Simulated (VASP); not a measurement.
Input of a VASP 6.6.1 run:

POSCAR

```
Ta
1.0
   -1.5566031478      1.5566031478      1.5566031478
    1.5566031478     -1.5566031478      1.5566031478
    1.5566031478      1.5566031478     -1.5566031478
Ta
1
Direct
    0.0000000000      0.0000000000      0.0000000000
```

Contents of INCAR.step1:

```
SYSTEM = Ta
ALGO = Normal
EDIFF = 1E-4
ENCUT = 600
GGA = PE
ISMEAR = 0
LASPH = .TRUE.
LCHARG = .FALSE.
LREAL = .FALSE.
LWAVE = .TRUE.
NELM = 60
PREC = Accurate
SIGMA = 0.1
```

INCAR.step2

```
SYSTEM = Ta
ALGO = Normal
EDIFF = 1E-7
EDIFFG = -0.05
ENCUT = 600
IBRION = 2
ISIF = 3
ISMEAR = 0
ISTART = 1
LASPH = .TRUE.
LCHARG = .FALSE.
LMIXTAU = .TRUE.
LREAL = .FALSE.
LWAVE = .FALSE.
METAGGA = R2SCAN
NELM = 60
NSW = 80
PREC = Accurate
PSTRESS = 502.0
SIGMA = 0.1
```

File KPOINTS:

```
k-points
0
G
  8 8 8
  0 0 0
```

Potentials or basis: VASP PAW PBE potentials, release 64 (Ta_pv).

The run is started by

```bash
$ cat potpaw_PBE.64/Ta_pv/POTCAR > POTCAR
$ cp INCAR.step1 INCAR
$ mpirun -np 1 vasp_std > vasp.out
$ cp INCAR.step2 INCAR
$ mpirun -np 1 vasp_std > vasp.out
```

Problem. What does it give for the band gap on the k mesh?

Solution. Zero (an odd number of electrons rules out a gap without spin polarisation).

Problem. Estimate the relaxed cell.

Solution. a = 2.699 Å, b = 2.699 Å, c = 2.699 Å, α = 109.47°, β = 109.47°, γ = 109.47°.

Final structure:
```yaml
crystal:
  lattice:
    - [-1.55825, 1.55825, 1.55825]
    - [1.55825, -1.55825, 1.55825]
    - [1.55825, 1.55825, -1.55825]
  atoms:
    - { symbol: Ta, position: [0.00000, 0.00000, 0.00000] }
```

Caveat: spin-orbit coupling is left out, which moves the levels of the heavy elements. Zero-point motion and thermal expansion aren't in these numbers.
